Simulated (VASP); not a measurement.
# TiPd3 in VASP: notebook, part 2 of 3

VASP 6.6.1. The steps go on from the part before.

## 3. Single point, LDA (zz strain of -2 %)

The input, INCAR:

```
ALGO = Normal
EDIFF = 1E-7
ENCUT = 520
ISIF = 2
ISMEAR = -1
LASPH = T
LCHARG = F
LREAL = F
LWAVE = F
NBANDS = 29
NELM = 100
PREC = Accurate
SIGMA = 0.05
```

The input, KPOINTS:

```
k-points
0
Gamma
  11 11 11
```

The input, POSCAR:

```
TiPd3
1.0
    3.8200000000      0.0000000000      0.0000000000
    0.0000000000      3.8200000000      0.0000000000
    0.0000000000      0.0000000000      3.7436000000
Ti Pd
1 3
Direct
    0.0000000000      0.0000000000      0.0000000000
    0.0000000000      0.5000000000      0.5000000000
    0.5000000000      0.0000000000      0.5000000000
    0.5000000000      0.5000000000      0.0000000000
```

Potentials or basis: VASP PAW LDA potentials, release 64 (Ti_sv, Pd).

Launch:

```sh
$ cat potpaw_LDA.64/Ti_sv/POTCAR potpaw_LDA.64/Pd/POTCAR > POTCAR
$ mpirun -np 1 vasp_std > vasp.out
```

OUTCAR:

```text
EDIFF = 1E-7
   ENCUT = 520
   ISIF = 2
   ISMEAR = -1
   LASPH = T
   LREAL = F
   NELM = 100
   PREC = Accurate

 ion  position               nearest neighbor table
   1  0.000  0.000  0.000-   2 2.67   3 2.67   2 2.67   3 2.67   2 2.67   2 2.67   3 2.67   3 2.67
                             4 2.70   4 2.70   4 2.70   4 2.70
   2  0.000  0.500  0.500-   1 2.67   4 2.67   1 2.67   4 2.67   1 2.67   1 2.67   4 2.67   4 2.67
                             3 2.70   3 2.70   3 2.70   3 2.70
   3  0.500  0.000  0.500-   1 2.67   4 2.67   1 2.67   4 2.67   4 2.67   4 2.67   1 2.67   1 2.67
                             2 2.70   2 2.70   2 2.70   2 2.70
   4  0.500  0.500  0.000-   2 2.67   3 2.67   2 2.67   3 2.67   3 2.67   3 2.67   2 2.67   2 2.67
                             1 2.70   1 2.70   1 2.70   1 2.70

  LATTYP: Found a simple tetragonal cell.
 ALAT       =     3.8200000000
 C/A-ratio  =     0.9800000000

  Lattice vectors:

 A1 = (   3.8200000000,   0.0000000000,   0.0000000000)
 A2 = (   0.0000000000,   3.8200000000,   0.0000000000)
 A3 = (   0.0000000000,   0.0000000000,   3.7436000000)

Analysis of symmetry for initial positions (statically):
=====================================================================
 Subroutine PRICEL returns:
 Original cell was already a primitive cell.

 Routine SETGRP: Setting up the symmetry group for a
 simple tetragonal supercell.

 Subroutine GETGRP returns: Found 16 space group operations
 (whereof 16 operations were pure point group operations)
 out of a pool of 16 trial point group operations.

The static configuration has the point symmetry D_4h.

Analysis of symmetry for dynamics (positions and initial velocities):
=====================================================================
 Subroutine PRICEL returns:
 Original cell was already a primitive cell.

 Routine SETGRP: Setting up the symmetry group for a
 simple tetragonal supercell.

 Subroutine GETGRP returns: Found 16 space group operations
 (whereof 16 operations were pure point group operations)
[... 126 lines left out ...]
     AMIX_MAG =   1.60;   BMIX_MAG =  1.00
  volume/ion in A,a.u.               =      13.66        92.16
  Fermi-wavevector in a.u.,A,eV,Ry     =   1.499751  2.834119 30.602952  2.249254
  Thomas-Fermi vector in A             =   2.611340
   LORBIT       =      0    0 simple, 1 ext, 2 COOP (PROOUT), +10 PAW based schemes
   GGA     = CA    functional components
   LHFCALC =     F    Hartree Fock is set to
   AEXX    =    0.0000 exact exchange contribution
   IVDW    =     0    specifies the selected vdW correction
   LEPSILON=     F    determine dielectric tensor
   LRPA    =     F    only Hartree local field effects (RPA)
 non-spin polarized calculation
  energy-cutoff  :      520.00
  volume of cell :       54.63
 maximum number of plane-waves:      1487
   NGX = 15   NGY = 15   NGZ = 13

 number of electron      42.0000006 magnetization

 Free energy of the ion-electron system (eV)
  ---------------------------------------------------
  ext. energy  EPLUGINS =         0.00000000
  ---------------------------------------------------
  free energy    TOTEN  =       -30.76507883 eV

  energy without entropy =      -30.75386588  energy(sigma->0) =      -30.75947236

 E-fermi :  11.9351     XC(G=0): -13.7557

 val. band max:       11.8796484940   @ k =   0.0909   0.0909   0.4545
 cond. band min:      11.9355664752   @ k =   0.4545   0.0909   0.0000
 fundamental gap:      0.0559179811
 Fermi energy:        11.9350850684

 k-point     1 :       0.0000    0.0000    0.0000
  band No.  band energies     occupation
      1     -45.4746      2.00000
      2     -22.0901      2.00000
      3     -22.0901      2.00000
      4     -22.0825      2.00000
      5       3.4240      2.00000
      6       5.0155      2.00000
[... 757 lines left out ...]
     28      16.4492      0.00000
     29      22.3243      0.00000

 [... further k-points ...]

------------------------ aborting loop because EDIFF is reached ----------------------------------------

  FORCE on cell =-STRESS in cart. coord.  units (eV):
  Direction    XX          YY          ZZ          XY          YZ          ZX
  --------------------------------------------------------------------------------------
  -------------------------------------------------------------------------------------
  Total        2.3077862      2.3077862      3.4305577      0.0000000      0.0000000      0.0000000
  in kB       67.6846198     67.6846198    100.6141701      0.0000000      0.0000000      0.0000000
  external PRESSURE =      78.6611366 kB  Pullay stress =       0.0000000 kB

 VOLUME and BASIS-vectors are now :
 -----------------------------------------------------------------------------
  energy-cutoff  :      520.00
  volume of cell :       54.63
      direct lattice vectors                 reciprocal lattice vectors
     3.820000000  0.000000000  0.000000000     0.261780105  0.000000000  0.000000000
     0.000000000  3.820000000  0.000000000     0.000000000  0.261780105  0.000000000
     0.000000000  0.000000000  3.743600000     0.000000000  0.000000000  0.267122556

 POSITION                                       TOTAL-FORCE (eV/Angst)
 -----------------------------------------------------------------------------------
      0.00000      0.00000      0.00000         0.000000      0.000000      0.000000
      0.00000      1.91000      1.87180         0.000000      0.000000      0.000000
      1.91000      0.00000      1.87180         0.000000      0.000000      0.000000
      1.91000      1.91000      0.00000         0.000000      0.000000      0.000000
 -----------------------------------------------------------------------------------
    total drift:                                0.000000      0.000000      0.000000

  FREE ENERGIE OF THE ION-ELECTRON SYSTEM (eV)
  ---------------------------------------------------
  free  energy   TOTEN  =       -30.7650788301 eV

  energy  without entropy=      -30.7538658826  energy(sigma->0) =      -30.75947236
```

OSZICAR:

```text
N       E                     dE             d eps       ncg     rms          rms(c)
DAV:   1     0.379441636697E+03    0.37944E+03   -0.21128E+04  7308   0.160E+03
DAV:   2    -0.108802234638E+02   -0.39032E+03   -0.37261E+03  7618   0.416E+02
DAV:   3    -0.333523041874E+02   -0.22472E+02   -0.21785E+02  8821   0.101E+02
DAV:   4    -0.340929195402E+02   -0.74062E+00   -0.73807E+00  9301   0.162E+01
DAV:   5    -0.341128037806E+02   -0.19884E-01   -0.19882E-01  8717   0.260E+00    0.187E+01
DAV:   6    -0.318328784848E+02    0.22799E+01   -0.10565E+01  7648   0.306E+01    0.125E+01
DAV:   7    -0.314216155687E+02    0.41126E+00   -0.14553E+01  8071   0.289E+01    0.757E+00
DAV:   8    -0.307816617239E+02    0.63995E+00   -0.10351E+00  7842   0.957E+00    0.254E+00
DAV:   9    -0.307895152055E+02   -0.78535E-02   -0.26600E-01 10488   0.321E+00    0.137E+00
DAV:  10    -0.307659587103E+02    0.23556E-01   -0.66957E-02  8220   0.229E+00    0.327E-01
DAV:  11    -0.307655852329E+02    0.37348E-03   -0.16561E-03  8139   0.302E-01    0.218E-01
DAV:  12    -0.307652439579E+02    0.34127E-03   -0.59851E-04  8243   0.205E-01    0.113E-01
DAV:  13    -0.307650780094E+02    0.16595E-03   -0.49840E-04  8604   0.190E-01    0.142E-02
DAV:  14    -0.307650799665E+02   -0.19570E-05   -0.16561E-05  7895   0.344E-02    0.134E-02
DAV:  15    -0.307650789936E+02    0.97290E-06   -0.83232E-06  8524   0.222E-02    0.410E-03
DAV:  16    -0.307650788338E+02    0.15983E-06   -0.64807E-07  8061   0.739E-03    0.536E-04
DAV:  17    -0.307650788301E+02    0.36835E-08   -0.26645E-08  4184   0.133E-03
   1 F= -.30765079E+02 E0= -.30759472E+02  d E =-.112129E-01
```

stdout:

```text
POSCAR found type information on POSCAR TiPd
 POSCAR found :  2 types and       4 ions
 scaLAPACK will be used
 LDA part: xc-table for (Slater(with rela. corr.)+CA(PZ))
 , standard interpolation
 POSCAR, INCAR and KPOINTS ok, starting setup
 FFT: planning ... GRIDC
 FFT: planning ... GRID_SOFT
 FFT: planning ... GRID
 WAVECAR not read
 entering main loop
```

Run time: 2.2 min. Hardware: 1 thread of Intel Xeon Platinum 8559C (Emerald Rapids), shared host; peak memory 0.27 GiB.

What came out:

| Item | Value |
| --- | --- |
| Free energy | -30.7651 eV |
| Pressure | 7.9 GPa |
| Band gap on the k mesh | zero (band 21 reaches 13.16 eV, above the bottom of band 22 at 11.74 eV) |

Stress tensor (GPa, compression positive):
```
 6.77  0.00  0.00
 0.00  6.77  0.00
 0.00  0.00 10.06
```

Caveat: the cell differs from its parent crystal (zz strain of -2 %).

[end of part 2 of 3]
